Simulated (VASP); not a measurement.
Runs of VASP 6.6.1 on Na2I. The structure is that of space group P6/mmm (No. 191), or close to it. The cells are those of the table. 

| task | cell | k mesh | cutoff (eV) | gap on the mesh (eV) | pressure (GPa) | relaxed volume (Å³/atom) |
| --- | --- | --- | --- | --- | --- | --- |
| relaxation of cell and atoms | relaxed from a = 4.779, b = 4.779, c = 5.069 Å, angles 90.0, 90.0, 120.0°, 3 atoms | 6 × 6 × 4 | 600 | none | 0.1 | (a) |
| single point | a = 4.779, b = 4.779, c = 5.069 Å, angles 90.0, 90.0, 120.0°, 3 atoms | 6 × 6 × 4 | 520 | none | 1.6 | - |
| relaxation of cell and atoms | relaxed from a = 5.647, b = 5.647, c = 3.991 Å, angles 90.0, 90.0, 120.0°, 3 atoms | 12 × 12 × 12 | 600 | none | 0.0 | 36.37 |
| single point | a = 5.662, b = 5.662, c = 3.935 Å, angles 90.0, 90.0, 120.0°, 3 atoms | 12 × 12 × 12 | 520 | none | 0.0 | - |
| single point | a = 5.647, b = 5.647, c = 3.991 Å, angles 90.0, 90.0, 120.0°, 3 atoms | 6 × 6 × 4 | 520 | none | 0.0 | - |

Alike in all rows: level PBE; potentials or basis VASP PAW PBE potentials, release 64 (Na_pv, I); no spin polarisation; smearing gaussian 0.1 eV.

Q: Estimate the missing entries.

A: (a) 36.25.

Caveats: some runs use coarse meshes; spin-orbit coupling is left out, which moves the levels of the heavy elements; an odd number of electrons without spin polarisation forces a metal; a magnetic or distorted state may lie lower.

A k mesh can miss the band edges, and the runs leave out spin-orbit coupling on I.

A gap of «none» marks levels without a gap at the run's occupations.
